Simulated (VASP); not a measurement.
# KBr (P1) in VASP: single point with PBE

Aim: the single point of KBr with PBE.

All numbers are computed with VASP 6.6.1; they aren't measurements. Logs are shortened: lines on timing, memory, paths and dates and some standing lists are left out, and cuts for length are marked.

## 1. The cell of the first run

The typed cell holds 2 atoms: a = 4.317 Å, b = 4.640 Å, c = 4.366 Å, α = 65.53°, β = 60.25°, γ = 62.32°.

## 2. Single point, PBE (strained and its atoms moved)

Contents of INCAR:

```
ALGO = Normal ; EDIFF = 1E-6
ENCUT = 520 ; GGA = PE
ISIF = 2 ; ISMEAR = 0
LASPH = T ; LCHARG = T
LELF = T ; LREAL = F
LVHAR = T ; LWAVE = F
NBANDS = 15 ; NELM = 100
PREC = Accurate ; SIGMA = 0.02
```

Contents of KPOINTS:

```
k-points
0
Gamma
  6 6 6
```

Contents of POSCAR:

```
KBr
1.0
    0.0017779500      3.0566911500      3.0487891500
    3.2041293000     -0.2925715500      3.3431386500
    3.0123082500      3.1592196000     -0.1007505000
K Br
1 1
Direct
    0.0026651481     -0.0135960516      0.0118041002
    0.4973348519      0.5135960516      0.4881958998
```

Potentials or basis: VASP PAW PBE potentials, release 64 (K_sv, Br).

Command:

```sh
cat potpaw_PBE.64/K_sv/POTCAR potpaw_PBE.64/Br/POTCAR > POTCAR
mpirun -np 1 vasp_std > vasp.out
```

OUTCAR:

```text
EDIFF = 1E-6
   ENCUT = 520
   GGA = PE
   ISIF = 2
   ISMEAR = 0
   LASPH = T
   LREAL = F
   NELM = 100
   PREC = Accurate

 ion  position               nearest neighbor table
   1  0.003  0.986  0.012-   2 3.09   2 3.13   2 3.16   2 3.17
   2  0.497  0.514  0.488-   1 3.09   1 3.13   1 3.16   1 3.17

  LATTYP: Found a triclinic cell.
 ALAT       =     4.3663279924
 B/A-ratio  =     1.4246703478
 C/A-ratio  =     0.9887554284
 COS(alpha) =     0.0007592000
 COS(beta)  =     0.4962719762
 COS(gamma) =     0.6664158671

  Lattice vectors:

 A1 = (  -3.0123082500,  -3.1592196000,   0.1007505000)
 A2 = (  -6.2146596000,   0.1900431000,  -0.1935990000)
 A3 = (  -0.0017779500,  -3.0566911500,  -3.0487891500)

Analysis of symmetry for initial positions (statically):
=====================================================================
 Subroutine PRICEL returns:
 Original cell was already a primitive cell.

 Routine SETGRP: Setting up the symmetry group for a
 triclinic supercell.

 Subroutine GETGRP returns: Found  1 space group operations
 (whereof  1 operations were pure point group operations)
 out of a pool of  2 trial point group operations.

The static configuration has the point symmetry C_1 .

Analysis of symmetry for dynamics (positions and initial velocities):
=====================================================================
 Subroutine PRICEL returns:
 Original cell was already a primitive cell.

 Routine SETGRP: Setting up the symmetry group for a
 triclinic supercell.

 Subroutine GETGRP returns: Found  1 space group operations
 (whereof  1 operations were pure point group operations)
 out of a pool of  2 trial point group operations.

The dynamic configuration has the point symmetry C_1 .

 Subroutine INISYM returns: Found  1 space group operations
 (whereof  1 operations are pure point group operations),
 and found     1 'primitive' translations

----------------------------------------------------------------------------------------

                                     Primitive cell

  volume of cell :      65.2991

  direct lattice vectors                    reciprocal lattice vectors
     0.001777950  3.056691150  3.048789150    -0.161292171  0.159165791  0.168514803
     3.204129300 -0.292571550  3.343138650     0.152218923 -0.140646239  0.140922004
     3.012308250  3.159219600 -0.100750500     0.170154451  0.149508520 -0.149995252

  length of vectors
     4.317230504  4.639894257  4.366327992     0.282393612  0.250621181  0.271668751

  position of ions in fractional coordinates (direct lattice)
     0.002665148  0.986403948  0.011804100
     0.497334852  0.513596052  0.488195900

  ion indices of the primitive-cell ions
   primitive index   ion index
                 1           1
                 2           2

----------------------------------------------------------------------------------------

 KPOINTS: k-points

Automatic generation of k-mesh.
 Grid dimensions read from file:
 generate k-points for:    6    6    6

 Generating k-lattice:

  Cartesian coordinates                     Fractional coordinates (reciprocal lattice)
    -0.026882028  0.026527632  0.028085801     0.166666667  0.000000000 -0.000000000
     0.025369821 -0.023441040  0.023487001    -0.000000000  0.166666667 -0.000000000
     0.028359075  0.024918087 -0.024999209     0.000000000  0.000000000  0.166666667

  Length of vectors
     0.047065602  0.041770197  0.045278125

  Shift w.r.t. Gamma in fractional coordinates (k-lattice)
     0.000000000  0.000000000  0.000000000

 Subroutine IBZKPT returns following result:
 ===========================================

 Found    112 irreducible k-points:

 Following reciprocal coordinates:
            Coordinates               Weight
  0.000000  0.000000  0.000000      1.000000
  0.166667  0.000000  0.000000      2.000000
  0.333333  0.000000 -0.000000      2.000000
  0.500000  0.000000  0.000000      1.000000
  0.000000  0.166667 -0.000000      2.000000
  0.166667  0.166667 -0.000000      2.000000
[... 16 lines left out ...]
  0.333333  0.000000  0.166667      2.000000
  0.500000  0.000000  0.166667      2.000000
 [... further k-points ...]
   k-points           NKPTS =    112   k-points in BZ     NKDIM =    112   number of bands    NBANDS=     15
   number of dos      NEDOS =    301   number of ions     NIONS =      2
   total plane-waves  NPLWV =  36864
   dimension x,y,z NGX =    32 NGY =   36 NGZ =   32
   dimension x,y,z NGXF=    64 NGYF=   72 NGZF=   64
   ions per type =               1   1
   NGX,Y,Z   is equivalent  to a cutoff of  12.32, 12.90, 12.18 a.u.
   NGXF,Y,Z  is equivalent  to a cutoff of  24.64, 25.80, 24.37 a.u.
 SYSTEM =  unknown system
   PREC   = accura    normal or accurate (medium, high low for compatibility)
   ISTART =      0    job   : 0-new  1-cont  2-samecut
   ICHARG =      2    charge: 1-file 2-atom 10-const
   ISPIN  =      1    spin polarized calculation?
   LNONCOLLINEAR =      F non collinear calculations
   LSORBIT =      F    spin-orbit coupling
   LASPH  =      T    aspherical Exc in radial PAW
   ENCUT  =  520.0 eV  38.22 Ry    6.18 a.u.   8.03  8.63  8.12*2*pi/ulx,y,z
   NELM   =    100;   NELMIN=  2; NELMDL= -5     # of ELM steps
   EDIFF  = 0.1E-05   stopping-criterion for ELM
   LREAL  =      F    real-space projection
   EDIFFG = 0.1E-04   stopping-criterion for IOM
   NSW    =      0    number of steps for IOM
   IBRION =     -1    ionic relax: 0-MD 1-quasi-New 2-CG
   NFREE  =      0    steps in history (QN), initial steepest desc. (CG)
   ISIF   =      2    stress and relaxation
   ISYM   =      2    0-nonsym 1-usesym 2-fastsym
   POTIM  = 0.5000    time-step for ionic-motion
   TEBEG  =    0.0;   TEEND  =   0.0 temperature during run
   PSTRESS=    0.0 pullay stress
   NELECT =      16.0000    total number of electrons
   NUPDOWN=      -1.0000    fix difference up-down
   EMIN   =  10.00;   EMAX   =-10.00  energy-range for DOS
   EFERMI =   0.00;   METHOD = LEGACY
   ISMEAR =     0;   SIGMA  =   0.02  broadening in eV -4-tet -1-fermi 0-gaus
   EFERMI_NEDOS =   21; number of points for ismear=-14 and -15
   IALGO  =     38    algorithm
   IMIX   =      4    mixing-type and parameters
     AMIX     =   0.40;   BMIX     =  1.00
     AMIX_MAG =   1.60;   BMIX_MAG =  1.00
  volume/ion in A,a.u.               =      32.65       220.33
  Fermi-wavevector in a.u.,A,eV,Ry     =   1.024423  1.935878 14.278518  1.049441
  Thomas-Fermi vector in A             =   2.158209
   LORBIT       =      0    0 simple, 1 ext, 2 COOP (PROOUT), +10 PAW based schemes
   GGA     = PE    functional components
   LHFCALC =     F    Hartree Fock is set to
   AEXX    =    0.0000 exact exchange contribution
   IVDW    =     0    specifies the selected vdW correction
   LEPSILON=     F    determine dielectric tensor
   LRPA    =     F    only Hartree local field effects (RPA)
 non-spin polarized calculation
 Gauss-broadening in eV      SIGMA  =   0.02
  energy-cutoff  :      520.00
  volume of cell :       65.30
 maximum number of plane-waves:      1774
   NGX = 17   NGY = 17   NGZ = 17

 number of electron      15.9999998 magnetization

 Free energy of the ion-electron system (eV)
  ---------------------------------------------------
  ext. energy  EPLUGINS =         0.00000000
  ---------------------------------------------------
  free energy    TOTEN  =        -6.09697275 eV

  energy without entropy =       -6.09697275  energy(sigma->0) =       -6.09697275

 E-fermi :  -0.9935     XC(G=0):  -7.7624

 val. band max:       -1.1524991672   @ k =   0.0000   0.0000   0.0000
 cond. band min:       3.3230651058   @ k =   0.0000   0.0000   0.0000
 fundamental gap:      4.4755642730
 Fermi energy:        -0.9934550781

 k-point     1 :       0.0000    0.0000    0.0000
  band No.  band energies     occupation
      1     -28.9546      2.00000
      2     -13.7314      2.00000
      3     -12.4443      2.00000
      4     -12.4368      2.00000
      5     -12.4262      2.00000
      6      -1.4999      2.00000
      7      -1.2107      2.00000
      8      -1.1525      2.00000
      9       3.3231      0.00000
     10       5.7170      0.00000
     11       6.6420      0.00000
     12       6.6882      0.00000
     13       7.2030      0.00000
     14       7.3565      0.00000
     15      10.5412      0.00000

 k-point     2 :       0.1667    0.0000    0.0000
  band No.  band energies     occupation
      1     -28.9515      2.00000
      2     -13.7841      2.00000
      3     -12.4468      2.00000
      4     -12.4368      2.00000
      5     -12.3525      2.00000
      6      -1.6932      2.00000
      7      -1.5646      2.00000
      8      -1.3260      2.00000
      9       4.0585      0.00000
     10       6.1309      0.00000
     11       6.3777      0.00000
     12       7.0024      0.00000
     13       7.5856      0.00000
     14       7.8334      0.00000
     15      11.6970      0.00000

 k-point     3 :       0.3333    0.0000   -0.0000
  band No.  band energies     occupation
      1     -28.9454      2.00000
      2     -13.8749      2.00000
      3     -12.4595      2.00000
      4     -12.4420      2.00000
      5     -12.2052      2.00000
      6      -2.3783      2.00000
      7      -1.8202      2.00000
      8      -1.5677      2.00000
      9       5.1138      0.00000
     10       6.6258      0.00000
     11       7.2369      0.00000
     12       7.9762      0.00000
     13       8.5156      0.00000
     14       8.9841      0.00000
     15      10.7276      0.00000

 k-point     4 :       0.5000    0.0000    0.0000
  band No.  band energies     occupation
      1     -28.9423      2.00000
      2     -13.9149      2.00000
      3     -12.4657      2.00000
      4     -12.4447      2.00000
      5     -12.1359      2.00000
      6      -2.6771      2.00000
      7      -1.9245      2.00000
      8      -1.6793      2.00000
      9       5.4251      0.00000
     10       7.1840      0.00000
     11       8.3077      0.00000
     12       8.6330      0.00000
     13       9.1967      0.00000
     14       9.5701      0.00000
     15      10.1527      0.00000
[... 307 lines left out ...]
 k-point    22 :       0.1667    0.0000    0.1667
  band No.  band energies     occupation
      1     -28.9513      2.00000
      2     -13.7667      2.00000
      3     -12.4594      2.00000
      4     -12.4480      2.00000
      5     -12.3577      2.00000
      6      -1.8430      2.00000
      7      -1.4477      2.00000
      8      -1.2863      2.00000
      9       4.1841      0.00000
     10       5.5688      0.00000
     11       6.8744      0.00000
     12       7.2851      0.00000
     13       7.5470      0.00000
     14       7.9749      0.00000
     15      11.6707      0.00000

 k-point    23 :       0.3333    0.0000    0.1667
  band No.  band energies     occupation
      1     -28.9464      2.00000
      2     -13.7998      2.00000
      3     -12.4765      2.00000
      4     -12.4501      2.00000
      5     -12.2996      2.00000
      6      -2.2064      2.00000
      7      -1.6914      2.00000
      8      -1.5082      2.00000
      9       5.0342      0.00000
     10       5.8005      0.00000
     11       7.4622      0.00000
     12       7.8702      0.00000
     13       8.1783      0.00000
     14       8.8492      0.00000
     15      10.4966      0.00000

 k-point    24 :       0.5000    0.0000    0.1667
  band No.  band energies     occupation
      1     -28.9422      2.00000
      2     -13.8493      2.00000
      3     -12.4920      2.00000
      4     -12.4518      2.00000
      5     -12.2136      2.00000
      6      -2.4853      2.00000
      7      -1.8886      2.00000
      8      -1.7456      2.00000
      9       5.5305      0.00000
     10       6.8882      0.00000
     11       8.0704      0.00000
     12       8.3417      0.00000
     13       8.9913      0.00000
     14       9.3204      0.00000
     15       9.9419      0.00000

 [... further k-points ...]
[... 5 lines left out ...]
  --------------------------------------------------------------------------------------
  -------------------------------------------------------------------------------------
  Total        1.7691393      0.8756521      0.8786620      0.1500815      0.2504460     -0.1510760
  in kB       43.4075699     21.4849837     21.5588352      3.6823972      6.1449376     -3.7067977
  external PRESSURE =      28.8171296 kB  Pullay stress =       0.0000000 kB

 VOLUME and BASIS-vectors are now :
 -----------------------------------------------------------------------------
  energy-cutoff  :      520.00
  volume of cell :       65.30
      direct lattice vectors                 reciprocal lattice vectors
     0.001777950  3.056691150  3.048789150    -0.161292171  0.159165791  0.168514803
     3.204129300 -0.292571550  3.343138650     0.152218923 -0.140646239  0.140922004
     3.012308250  3.159219600 -0.100750500     0.170154451  0.149508520 -0.149995252

 POSITION                                       TOTAL-FORCE (eV/Angst)
 -----------------------------------------------------------------------------------
      3.19613     -0.24316      3.30462         0.064760     -0.149264      0.126136
      3.11711      2.91225      3.18411        -0.064760      0.149264     -0.126136
 -----------------------------------------------------------------------------------
    total drift:                                0.000056     -0.000045     -0.000095

  FREE ENERGIE OF THE ION-ELECTRON SYSTEM (eV)
  ---------------------------------------------------
  free  energy   TOTEN  =        -6.0969727515 eV

  energy  without entropy=       -6.0969727515  energy(sigma->0) =       -6.09697275
```

It took 34 s on 1 thread of Intel Xeon 6975P-C (Granite Rapids), shared host; peak memory 0.25 GiB.

What came out:

| Item | Value |
| --- | --- |
| Free energy | -6.0970 eV |
| Pressure | 2.9 GPa |
| Largest force | 0.206 eV/Å |
| Band gap on the k mesh | 4.48 eV, direct |

Forces on the atoms (eV/Å):
```
K    0.065 -0.149  0.126
Br  -0.065  0.149 -0.126
```

Caveat: the cell differs from its parent crystal (strained and its atoms moved).
